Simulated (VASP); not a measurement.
# Mo (Immm) in VASP: further runs, part 2 of 2

VASP 6.6.1. Earlier steps stand in the parts before.

## Step 3: Single point, LDA

INCAR reads:

```
SYSTEM = Mo
ALGO = Fast
EDIFF = 1E-6
ENCUT = 520
GGA = CA
ISIF = 2
ISMEAR = 0
LASPH = .TRUE.
LCHARG = .FALSE.
LREAL = .FALSE.
LWAVE = .FALSE.
NBANDS = 13
NELM = 60
PREC = Accurate
SIGMA = 0.15
```

KPOINTS reads:

```
k-points
0
G
  20 20 20
  0 0 0
```

POSCAR reads:

```
Mo
1.0
   -1.3430996971      1.6542364775      1.6697155323
    1.3430996971     -1.6542364775      1.6697155323
    1.3430996971      1.6542364775     -1.6697155323
Mo
1
Direct
    0.0000000000      0.0000000000      0.0000000000
```

Potentials or basis: VASP PAW LDA potentials, release 64 (Mo_sv).

The run is started by

```
cat potpaw_LDA.64/Mo_sv/POTCAR > POTCAR
mpirun -np 1 vasp_std > vasp.out
```

OUTCAR:

```text
SYSTEM = Mo
   EDIFF = 1E-6
   ENCUT = 520
   GGA = CA
   ISIF = 2
   ISMEAR = 0
   LASPH = .TRUE.
   LREAL = .FALSE.
   NELM = 60
   PREC = Accurate

 ion  position               nearest neighbor table
   1  0.000  0.000  0.000-

  LATTYP: Found a body centered orthorhombic cell.
 ALAT       =     2.6861993942
 B/A-ratio  =     1.2316557595
 C/A-ratio  =     1.2431806335

  Lattice vectors:

 A1 = (  -1.3430996971,   1.6542364775,   1.6697155323)
 A2 = (   1.3430996971,  -1.6542364775,   1.6697155323)
 A3 = (   1.3430996971,   1.6542364775,  -1.6697155323)

Analysis of symmetry for initial positions (statically):
=====================================================================
 Subroutine PRICEL returns:
 Original cell was already a primitive cell.

 Routine SETGRP: Setting up the symmetry group for a
 body centered orthorhombic supercell.

 Subroutine GETGRP returns: Found  8 space group operations
 (whereof  8 operations were pure point group operations)
 out of a pool of  8 trial point group operations.

The static configuration has the point symmetry D_2h.

Analysis of symmetry for dynamics (positions and initial velocities):
=====================================================================
 Subroutine PRICEL returns:
 Original cell was already a primitive cell.

 Routine SETGRP: Setting up the symmetry group for a
 body centered orthorhombic supercell.

 Subroutine GETGRP returns: Found  8 space group operations
 (whereof  8 operations were pure point group operations)
 out of a pool of  8 trial point group operations.

The dynamic configuration has the point symmetry D_2h.

 Subroutine INISYM returns: Found  8 space group operations
 (whereof  8 operations are pure point group operations),
 and found     1 'primitive' translations

----------------------------------------------------------------------------------------

                                     Primitive cell
[... 111 lines left out ...]
  Fermi-wavevector in a.u.,A,eV,Ry     =   1.605640  3.034219 35.076887  2.578079
  Thomas-Fermi vector in A             =   2.701954
   LORBIT       =      0    0 simple, 1 ext, 2 COOP (PROOUT), +10 PAW based schemes
   GGA     = CA    functional components
   LHFCALC =     F    Hartree Fock is set to
   AEXX    =    0.0000 exact exchange contribution
   IVDW    =     0    specifies the selected vdW correction
   LEPSILON=     F    determine dielectric tensor
   LRPA    =     F    only Hartree local field effects (RPA)
 non-spin polarized calculation
 RMM-DIIS sequential band-by-band and
 Gauss-broadening in eV      SIGMA  =   0.15
  energy-cutoff  :      520.00
  volume of cell :       14.84
 maximum number of plane-waves:       422
   NGX = 11   NGY = 11   NGZ = 11

 number of electron      14.0000000 magnetization

 Free energy of the ion-electron system (eV)
  ---------------------------------------------------
  ext. energy  EPLUGINS =         0.00000000
  ---------------------------------------------------
  free energy    TOTEN  =       -11.76764773 eV

  energy without entropy =      -11.75738424  energy(sigma->0) =      -11.76251599

 E-fermi :  13.1717     XC(G=0): -13.8733

 val. band max:       13.1691204084   @ k =  -0.2500   0.3500   0.1000
 cond. band min:      13.1721012955   @ k =  -0.3500   0.3500   0.3500
 fundamental gap:      0.0029808871
 Fermi energy:        13.1717335848

 k-point     1 :       0.0000    0.0000    0.0000
  band No.  band energies     occupation
      1     -47.5654      2.00000
      2     -20.9600      2.00000
      3     -20.9510      2.00000
      4     -20.6397      2.00000
      5       5.9690      2.00000
      6      10.3311      2.00000
      7      12.8334      1.99858
      8      13.2728      0.34054
      9      13.3488      0.09509
     10      16.3668      0.00000
     11      27.2158      0.00000
     12      27.3635      0.00000
     13      31.9589      0.00000
[... 354 lines left out ...]
  band No.  band energies     occupation
      1     -47.3254      2.00000
      2     -22.3547      2.00000
      3     -20.9503      2.00000
      4     -20.8816      2.00000
      5       8.1602      2.00000
      6      12.0268      2.00000
      7      12.2348      2.00000
      8      13.1312      1.29746
      9      14.9912      0.00000
     10      17.4116      0.00000
     11      25.5581      0.00000
     12      27.0819      0.00000
     13      34.1037      0.00000

 [... further k-points ...]
[... 5 lines left out ...]
  --------------------------------------------------------------------------------------
  -------------------------------------------------------------------------------------
  Total        3.1997838     -0.0396602     -0.0908633      0.0000000      0.0000000      0.0000000
  in kB      345.4799826     -4.2821085     -9.8104876      0.0000000      0.0000000      0.0000000
  external PRESSURE =     110.4624622 kB  Pullay stress =       0.0000000 kB

 VOLUME and BASIS-vectors are now :
 -----------------------------------------------------------------------------
  energy-cutoff  :      520.00
  volume of cell :       14.84
      direct lattice vectors                 reciprocal lattice vectors
    -1.343099697  1.654236478  1.669715532     0.000000000  0.302254246  0.299452206
     1.343099697 -1.654236478  1.669715532     0.372273184  0.000000000  0.299452206
     1.343099697  1.654236478 -1.669715532     0.372273184  0.302254246  0.000000000

 POSITION                                       TOTAL-FORCE (eV/Angst)
 -----------------------------------------------------------------------------------
      0.00000      0.00000      0.00000         0.000000      0.000000      0.000000
 -----------------------------------------------------------------------------------
    total drift:                                0.000000     -0.000000      0.000000

  FREE ENERGIE OF THE ION-ELECTRON SYSTEM (eV)
  ---------------------------------------------------
  free  energy   TOTEN  =       -11.7676477342 eV

  energy  without entropy=      -11.7573842390  energy(sigma->0) =      -11.76251599
```

OSZICAR:

```text
N       E                     dE             d eps       ncg     rms          rms(c)
DAV:   1     0.965424198941E+02    0.96542E+02   -0.79065E+03 30576   0.111E+03
DAV:   2    -0.111696967230E+02   -0.10771E+03   -0.10360E+03 33681   0.322E+02
DAV:   3    -0.124033808864E+02   -0.12337E+01   -0.12303E+01 33986   0.355E+01
DAV:   4    -0.124064093238E+02   -0.30284E-02   -0.30284E-02 33766   0.207E+00
DAV:   5    -0.124064297940E+02   -0.20470E-04   -0.20471E-04 34466   0.154E-01    0.174E+01
RMM:   6    -0.118590658971E+02    0.54736E+00   -0.59181E-01 30341   0.744E+00    0.523E+00
RMM:   7    -0.117728981608E+02    0.86168E-01   -0.16209E-01 31423   0.374E+00    0.811E-01
RMM:   8    -0.117676434390E+02    0.52547E-02   -0.10227E-02 34387   0.116E+00    0.125E-01
RMM:   9    -0.117676400961E+02    0.33430E-05   -0.12340E-03 34595   0.389E-01    0.899E-02
RMM:  10    -0.117676508137E+02   -0.10718E-04   -0.14994E-04 34529   0.143E-01    0.393E-02
RMM:  11    -0.117676470040E+02    0.38097E-05   -0.44868E-05 34826   0.751E-02    0.917E-03
RMM:  12    -0.117676477342E+02   -0.73018E-06   -0.69479E-06 32030   0.300E-02
   1 F= -.11767648E+02 E0= -.11762516E+02  d E =-.102635E-01
```

stdout:

```text
POSCAR found type information on POSCAR Mo
 POSCAR found :  1 types and       1 ions
 scaLAPACK will be used
 LDA part: xc-table for (Slater(with rela. corr.)+CA(PZ))
 , standard interpolation
 POSCAR, INCAR and KPOINTS ok, starting setup
 FFT: planning ... GRIDC
 FFT: planning ... GRID_SOFT
 FFT: planning ... GRID
 WAVECAR not read
 entering main loop
```

It took 2.8 min on 1 thread of Intel Xeon 8259CL, shared host; peak memory 0.31 GiB.

What came out:

```yaml
Free_energy: -11.7676 eV
Pressure: 11.0 GPa
Band_gap_on_the_k_mesh: zero (bands 7 and 8 overlap by 6.10 eV)
```

Stress tensor (GPa, compression positive):
```
34.55  0.00  0.00
 0.00 -0.43  0.00
 0.00  0.00 -0.98
```

Caveat: the cell differs from its parent crystal (strain +e along x and -e along y -0.1000, strain +e along z and -e/2 along x and y +0.0733); the cell stands under pressure.
